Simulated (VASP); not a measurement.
# TaN (Fm-3m) in VASP: further runs

TaN is run at these levels: r2SCAN+U; tasks: single point.

Program: VASP 6.6.1. These are calculated values, not measurements. Logs are shortened: lines on timing, memory, paths and dates and some standing lists are left out, and cuts for length are marked.

### Step 1. The cell of the first run

It takes space group Fm-3m (No. 225, cubic). The conventional cell has a = 4.358 Å, b = 4.358 Å, c = 4.358 Å, α = 90.00°, β = 90.00°, γ = 90.00°. Ta (site symmetry m-3m) has 6 N at 2.18 Å within 2.9 Å. N (site symmetry m-3m) has 6 Ta at 2.18 Å within 2.9 Å.

### Step 2. Single point, r2SCAN+U, collinear spin

POSCAR

```
TaN
1.0
    0.0000000000      2.1790013100      2.1790013100
    2.1790013100      0.0000000000      2.1790013100
    2.1790013100      2.1790013100      0.0000000000
Ta N
1 1
Direct
    0.5000000000      0.5000000000      0.5000000000
    0.0000000000      0.0000000000      0.0000000000
```

INCAR.step1

```
SYSTEM = TaN
ALGO = Normal ; EDIFF = 1E-4
ENCUT = 520 ; GGA = PE
ISMEAR = 0 ; ISPIN = 2
LASPH = .TRUE. ; LCHARG = .FALSE.
LDAU = .TRUE. ; LDAUJ = 0 0
LDAUL = 2 -1 ; LDAUTYPE = 2
LDAUU = 2 0 ; LMAXMIX = 4
LREAL = .FALSE. ; LWAVE = .TRUE.
MAGMOM = 2 0 ; NBANDS = 19
NELM = 150 ; PREC = Accurate
SIGMA = 0.05
```

INCAR.step2

```
SYSTEM = TaN
ALGO = Normal ; EDIFF = 1E-7
ENCUT = 520 ; ISIF = 2
ISMEAR = 0 ; ISPIN = 2
ISTART = 1 ; LASPH = .TRUE.
LCHARG = .FALSE. ; LDAU = .TRUE.
LDAUJ = 0 0 ; LDAUL = 2 -1
LDAUPRINT = 1 ; LDAUTYPE = 2
LDAUU = 2 0 ; LMAXMIX = 4
LMIXTAU = .TRUE. ; LORBIT = 11
LREAL = .FALSE. ; LWAVE = .FALSE.
MAGMOM = 2 0 ; METAGGA = R2SCAN
NBANDS = 19 ; NELM = 150
PREC = Accurate ; SIGMA = 0.05
```

KPOINTS

```
k-points
0
G
  7 7 7
  0 0 0
```

Potentials or basis: VASP PAW PBE potentials, release 64 (Ta_pv, N).

On the command line:

```
> cat potpaw_PBE.64/Ta_pv/POTCAR potpaw_PBE.64/N/POTCAR > POTCAR
> cp INCAR.step1 INCAR
> mpirun -np 1 vasp_std > vasp.out
> cp INCAR.step2 INCAR
> mpirun -np 1 vasp_std > vasp.out
```

OUTCAR:

```text
SYSTEM = TaN
   EDIFF = 1E-7
   ENCUT = 520
   ISIF = 2
   ISMEAR = 0
   ISPIN = 2
   ISTART = 1
   LASPH = .TRUE.
   LORBIT = 11
   LREAL = .FALSE.
   METAGGA = R2SCAN
   NELM = 150
   PREC = Accurate

 ion  position               nearest neighbor table
   1  0.500  0.500  0.500-   2 2.18   2 2.18   2 2.18   2 2.18   2 2.18   2 2.18
   2  0.000  0.000  0.000-   1 2.18   1 2.18   1 2.18   1 2.18   1 2.18   1 2.18

  LATTYP: Found a face centered cubic cell.
 ALAT       =     4.3580026200

  Lattice vectors:

 A1 = (   0.0000000000,   2.1790013100,   2.1790013100)
 A2 = (   2.1790013100,   0.0000000000,   2.1790013100)
 A3 = (   2.1790013100,   2.1790013100,   0.0000000000)

Analysis of symmetry for initial positions (statically):
=====================================================================
 Subroutine PRICEL returns:
 Original cell was already a primitive cell.

 Routine SETGRP: Setting up the symmetry group for a
 face centered cubic supercell.

 Subroutine GETGRP returns: Found 48 space group operations
 (whereof 48 operations were pure point group operations)
 out of a pool of 48 trial point group operations.

The static configuration has the point symmetry O_h .

Analysis of symmetry for dynamics (positions and initial velocities):
=====================================================================
 Subroutine PRICEL returns:
 Original cell was already a primitive cell.

 Routine SETGRP: Setting up the symmetry group for a
 face centered cubic supercell.

 Subroutine GETGRP returns: Found 48 space group operations
 (whereof 48 operations were pure point group operations)
 out of a pool of 48 trial point group operations.

The dynamic configuration has the point symmetry O_h .

Analysis of structural, dynamic, and magnetic symmetry:
=====================================================================
 Subroutine PRICEL returns:
 Original cell was already a primitive cell.

 Routine SETGRP: Setting up the symmetry group for a
 face centered cubic supercell.

 Subroutine GETGRP returns: Found 48 space group operations
 (whereof 48 operations were pure point group operations)
 out of a pool of 48 trial point group operations.

The overall configuration has the point symmetry O_h .

 Subroutine INISYM returns: Found 48 space group operations
 (whereof 48 operations are pure point group operations),
 and found     1 'primitive' translations
[... 162 lines left out ...]
  o =  0.2694  v =  0.0000  0.0000  0.0000  0.0000  0.0000  1.0000  0.0000  0.0000  0.0000  0.0000      0.0000  0.0000  0.0000  0.0000  0.0000  0.0000  0.0000  0.0000  0.0000  0.0000
  o =  0.2694  v =  0.0000  0.9974  0.0000 -0.0715  0.0000  0.0000  0.0000  0.0000  0.0000  0.0000      0.0000  0.0000  0.0000  0.0000  0.0000  0.0000  0.0000  0.0000  0.0000  0.0000
  o =  0.2694  v =  1.0000  0.0000  0.0000  0.0000  0.0000  0.0000  0.0000  0.0000  0.0000  0.0000      0.0000  0.0000  0.0000  0.0000  0.0000  0.0000  0.0000  0.0000  0.0000  0.0000
  o =  0.2694  v =  0.0000 -0.0715  0.0000 -0.9974 -0.0000  0.0000  0.0000  0.0000  0.0000  0.0000      0.0000  0.0000  0.0000  0.0000  0.0000  0.0000  0.0000  0.0000  0.0000  0.0000

 number of electron      16.0000000 magnetization      -0.0000003

 Free energy of the ion-electron system (eV)
  ---------------------------------------------------
  ext. energy  EPLUGINS =         0.00000000
  ---------------------------------------------------
  free energy    TOTEN  =       -57.75819313 eV

  energy without entropy =      -57.75745258  energy(sigma->0) =      -57.75782285

 E-fermi :  10.1946     XC(G=0): -14.6587

 val. band max:       10.0937788014   @ k =  -0.2857   0.1429   0.0000
 cond. band min:      10.2350336397   @ k =   0.2857   0.0000   0.0000
 fundamental gap:      0.1412548382
 Fermi energy:        10.1945517623

 spin component 1

 k-point     1 :       0.0000    0.0000    0.0000
  band No.  band energies     occupation
      1     -27.3927      1.00000
      2     -27.3927      1.00000
      3     -27.3927      1.00000
      4     -10.2082      1.00000
      5       5.8602      1.00000
      6       5.8602      1.00000
[... 416 lines left out ...]
      5       1.6713      1.00000
      6       2.6994      1.00000
[... 11 lines left out ...]
     18      30.9675      0.00000
     19      31.7912      0.00000
 Fermi energy:        10.1945517623

 spin component 2

 k-point     1 :       0.0000    0.0000    0.0000
  band No.  band energies     occupation
      1     -27.3927      1.00000
      2     -27.3927      1.00000
      3     -27.3927      1.00000
      4     -10.2082      1.00000
      5       5.8602      1.00000
      6       5.8602      1.00000
[... 417 lines left out ...]
      6       2.6994      1.00000
[... 11 lines left out ...]
     18      30.9675      0.00000
     19      31.7912      0.00000

------------------------ aborting loop because EDIFF is reached ----------------------------------------

  FORCE on cell =-STRESS in cart. coord.  units (eV):
  Direction    XX          YY          ZZ          XY          YZ          ZX
  --------------------------------------------------------------------------------------
  -------------------------------------------------------------------------------------
  Total        2.3271131      2.3271131      2.3271131     -0.0000000     -0.0000000      0.0000000
  in kB      180.1878888    180.1878888    180.1878888     -0.0000000     -0.0000000      0.0000000
  external PRESSURE =     180.1878888 kB  Pullay stress =       0.0000000 kB

 VOLUME and BASIS-vectors are now :
 -----------------------------------------------------------------------------
  energy-cutoff  :      520.00
  volume of cell :       20.69
      direct lattice vectors                 reciprocal lattice vectors
     0.000000000  2.179001310  2.179001310    -0.229462918  0.229462918  0.229462918
     2.179001310  0.000000000  2.179001310     0.229462918 -0.229462918  0.229462918
     2.179001310  2.179001310  0.000000000     0.229462918  0.229462918 -0.229462918

 POSITION                                       TOTAL-FORCE (eV/Angst)
 -----------------------------------------------------------------------------------
      2.17900      2.17900      2.17900         0.000000      0.000000      0.000000
      0.00000      0.00000      0.00000         0.000000      0.000000      0.000000
 -----------------------------------------------------------------------------------
    total drift:                                0.000000     -0.000000     -0.000000

  FREE ENERGIE OF THE ION-ELECTRON SYSTEM (eV)
  ---------------------------------------------------
  free  energy   TOTEN  =       -57.7581931306 eV

  energy  without entropy=      -57.7574525788  energy(sigma->0) =      -57.75782285

 total charge

# of ion       s       p       d       tot
------------------------------------------
    1        0.293   6.243   2.408   8.944
    2        1.243   2.606   0.000   3.849
--------------------------------------------------
tot          1.536   8.849   2.408  12.793

 magnetization (x)

# of ion       s       p       d       tot
------------------------------------------
    1       -0.000  -0.000   0.000   0.000
    2       -0.000  -0.000   0.000  -0.000
--------------------------------------------------
tot         -0.000  -0.000   0.000  -0.000
```

OUTCAR.step1:

```text
SYSTEM = TaN
   EDIFF = 1E-4
   ENCUT = 520
   GGA = PE
   ISMEAR = 0
   ISPIN = 2
[... 1120 lines left out ...]
      2.17900      2.17900      2.17900        -0.000000      0.000000      0.000000
      0.00000      0.00000      0.00000         0.000000     -0.000000     -0.000000
 -----------------------------------------------------------------------------------
    total drift:                                0.000000     -0.000000     -0.000000

  FREE ENERGIE OF THE ION-ELECTRON SYSTEM (eV)
  ---------------------------------------------------
  free  energy   TOTEN  =       -19.9419590685 eV

  energy  without entropy=      -19.9411966562  energy(sigma->0) =      -19.94157786
```

Run time: 72 s. Hardware: 1 thread of Intel Xeon 8259CL, shared host; peak memory 0.16 GiB.

What came out:

```yaml
Free_energy: -57.7582 eV
Pressure: 18.0 GPa
Band_gap_on_the_k_mesh: zero (filled and empty bands overlap)
Net_moment: 0.00 μB per cell
Valence_electrons_inside_the_program's_atomic_spheres: Ta 8.94; N 3.85
```

Levels at points of the mesh, in eV from the Fermi level:
Spin up:
```
           k point  band 4  band 5  band 6  band 7  band 8  band 9  band 10  band 11  band 12  band 13
(0.00, 0.00, 0.00)  -20.40   -4.33   -4.33   -4.33   -2.24   -2.24    -2.24     0.26     0.26     1.78
```
Spin down:
```tsv
k point	band 4	band 5	band 6	band 7	band 8	band 9	band 10	band 11	band 12	band 13
(0.00, 0.00, 0.00)	-20.40	-4.33	-4.33	-4.33	-2.24	-2.24	-2.24	0.26	0.26	1.78
```

Eigenvalues of the final occupation matrices:
```csv
site,spin,trace,eigenvalues
site 1 d,1,1.23,0.21 0.21 0.27 0.27 0.27
site 1 d,2,1.23,0.21 0.21 0.27 0.27 0.27
```

Caveat: the cell stands under pressure; the PAW data sets were made with another functional, which shifts forces and pressure a little; spin-orbit coupling is left out, which moves the levels of the heavy elements.

### Step 3. Single point, r2SCAN+U, collinear spin, zero start

POSCAR is that of step 2.

INCAR.step1

```
SYSTEM = TaN
  ALGO = Normal
  EDIFF = 1E-4
  ENCUT = 520
  GGA = PE
  ISMEAR = 0
  ISPIN = 2
  LASPH = .True.
  LCHARG = .False.
  LDAU = .True.
  LDAUJ = 0 0
  LDAUL = 2 -1
  LDAUTYPE = 2
  LDAUU = 2 0
  LMAXMIX = 4
  LREAL = .False.
  LWAVE = .True.
  MAGMOM = 0 0
  NBANDS = 19
  NELM = 150
  PREC = Accurate
  SIGMA = 0.05
```

INCAR.step2

```
SYSTEM = TaN
  ALGO = Normal
  EDIFF = 1E-6
  ENCUT = 520
  ISIF = 2
  ISMEAR = 0
  ISPIN = 2
  ISTART = 1
  LASPH = .True.
  LCHARG = .False.
  LDAU = .True.
  LDAUJ = 0 0
  LDAUL = 2 -1
  LDAUPRINT = 1
  LDAUTYPE = 2
  LDAUU = 2 0
  LMAXMIX = 4
  LMIXTAU = .True.
  LORBIT = 11
  LREAL = .False.
  LWAVE = .False.
  MAGMOM = 0 0
  METAGGA = R2SCAN
  NBANDS = 19
  NELM = 150
  PREC = Accurate
  SIGMA = 0.05
```

KPOINTS

```
k-points
0
Gamma
  7 7 7
  0 0 0
```

Potentials or basis: VASP PAW PBE potentials, release 64 (Ta_pv, N).

On the command line:

```
> cat potpaw_PBE.64/Ta_pv/POTCAR potpaw_PBE.64/N/POTCAR > POTCAR
> cp INCAR.step1 INCAR
> mpirun -np 1 vasp_std > vasp.out
> cp INCAR.step2 INCAR
> mpirun -np 1 vasp_std > vasp.out
```

Wall time 73 s (1 thread of Intel Xeon 8259CL, shared host); peak memory 0.17 GiB.

It converged, with:

```
Free energy                                           : -57.7582 eV
Pressure                                              : 18.0 GPa
Band gap on the k mesh                                : zero (filled and empty bands overlap)
Net moment                                            : 0.00 μB per cell
Valence electrons inside the program's atomic spheres : Ta 8.94; N 3.85
```

Levels at points of the mesh, in eV from the Fermi level:
Spin up:
```tsv
k point	band 4	band 5	band 6	band 7	band 8	band 9	band 10	band 11	band 12	band 13
(0.00, 0.00, 0.00)	-20.40	-4.33	-4.33	-4.33	-2.24	-2.24	-2.24	0.26	0.26	1.78
```
Spin down:
```tsv
k point	band 5	band 6	band 7	band 8	band 9	band 10	band 11	band 12
(0.00, 0.00, 0.00)	-4.33	-4.33	-4.33	-2.24	-2.24	-2.24	0.26	0.26
```

Eigenvalues of the final occupation matrices:
```tsv
site	spin	trace	eigenvalues
site 1 d	1	1.23	0.21 0.21 0.27 0.27 0.27
site 1 d	2	1.23	0.21 0.21 0.27 0.27 0.27
```

Caveat: the cell stands under pressure; the PAW data sets were made with another functional, which shifts forces and pressure a little; spin-orbit coupling is left out, which moves the levels of the heavy elements.
